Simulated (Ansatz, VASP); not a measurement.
**Two plane-wave programs on AlRu**

File INCAR:

```
ALGO     = Normal         # electronic algorithm
EDIFF    = 1E-8           # SCF threshold, eV
ENCUT    = 520            # plane-wave cutoff, eV
GGA      = PS             # functional
ISIF     = 2              # what is computed and relaxed
ISMEAR   = -1             # smearing method
LASPH    = T              # aspherical terms in the spheres
LCHARG   = F              # write CHGCAR
LEFG     = T            
LREAL    = F              # projectors in reciprocal space
LWAVE    = F              # write WAVECAR
NBANDS   = 16             # bands
NELM     = 100            # most SCF steps
PREC     = Accurate       # precision mode
SIGMA    = 0.08           # smearing width, eV
```

The input KPOINTS:

```
k-points
0
Gamma
  14 14 14
```

Contents of POSCAR:

```
AlRu
1.0
    2.9916000000      0.0000000000      0.0000000000
    0.0000000000      2.9916000000      0.0000000000
    0.0000000000      0.0000000000      2.9916000000
Al Ru
1 1
Direct
    0.0000000000      0.0000000000      0.0000000000
    0.5000000000      0.5000000000      0.5000000000
```

Input for Ansatz:

```yaml
crystal:
  lattice:
    - [2.9916, 0.0, 0.0]
    - [0.0, 2.9916, 0.0]
    - [0.0, 0.0, 2.9916]
  atoms:
    - { symbol: Al, position: [0.0, 0.0, 0.0] }
    - { symbol: Ru, position: [0.5, 0.5, 0.5] }
kpoints:
  mp_grid: { grid: [14, 14, 14] }
  band_path:
    path:
      - [0.0, 0.0, 0.0]
      - [0.0, 0.5, 0.0]
      - [0.5, 0.5, 0.0]
      - [0.0, 0.0, 0.0]
      - [0.5, 0.5, 0.5]
      - [0.0, 0.5, 0.0]
      - [0.5, 0.5, 0.5]
      - [0.5, 0.5, 0.0]
    npoints: 5
scf:
  occupations: { method: fermi_dirac, width: 0.08 }
hamiltonian:
  xc: pbesol
  pseudopotentials: { kind: paw }
output:
  forces: true
  stress: true
  eigenvalues: true
  efg: { contact_densities: true }
```

Alike in both runs: task electric field gradients; functional PBEsol; k mesh 14 × 14 × 14; occupations fermi-dirac, width 0.08 eV; no spin polarisation.

|  | VASP | Ansatz |
| --- | --- | --- |
| version | VASP 6.6.1 | Ansatz 0.2.0 |
| potentials or method | VASP PAW PBE potentials, release 64 (Al, Ru_pv) | PAW with Ansatz's default frozen-core files, scalar-relativistic |
| plane-wave cutoff (eV) | 520 | 420 |
| valence electrons in the cell | 17 | 19 |

|  | VASP | Ansatz | Ansatz less VASP |
| --- | --- | --- | --- |
| pressure (GPa) | -3.1 | -3.2 | -0.06 |

VASP's potentials were made for PBE, not for PBEsol. VASP's potentials hold 17 valence electrons a cell and Ansatz's 19, so a difference there can come from the potentials and not from the codes.
